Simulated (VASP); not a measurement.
Sc: single point with r2SCAN

Crystal: Sc.

```
Sc
1.0
     3.32807    0.00000    0.00000
    -1.66404    2.88219    0.00000
     0.00000    0.00000    5.21215
Sc
2
Direct
  0.33333 0.66667 0.25000
  0.66667 0.33333 0.75000
```

| Property | Result |
| --- | --- |
| Program | VASP 6.6.1 |
| Task | single point |
| Functional | r2SCAN |
| Potentials or basis | VASP PAW PBE potentials, release 64 (Sc_sv) |
| Cutoff | 520 eV |
| k mesh | 11 × 11 × 6 |
| Occupations | gaussian, width 0.2 eV |
| Spin | no spin polarisation |
| Dipole correction | no |
| Further INCAR settings | ALGO = Normal; EDIFF = 1e-07; NBANDS = 18 |

```yaml
Pressure: 0.1 GPa
Band_gap_on_the_k_mesh: zero (bands 11 and 12 overlap by 1.52 eV)
```

Stress tensor (GPa, compression positive):
```
0.17 0.00 0.00
0.00 0.17 0.00
0.00 0.00 0.05
```

Levels at points of the mesh, in eV from the Fermi level:
```csv
k point,band 8,band 9,band 10,band 11,band 12,band 13,band 14,band 15
"(0.00, 0.00, 0.00)",-28.98,-5.47,-1.68,0.39,1.80,1.80,2.04,2.26
"(0.00, 0.00, 0.50)",-29.03,-3.87,-3.87,1.08,1.08,1.72,1.72,1.72
```

It took 2 min on 1 thread of Intel(R) Xeon(R) 6975P-C (Granite Rapids) (shared host), peak memory 0.2 GiB.

Caveat: the PAW data sets were made with another functional, which shifts forces and pressure a little.
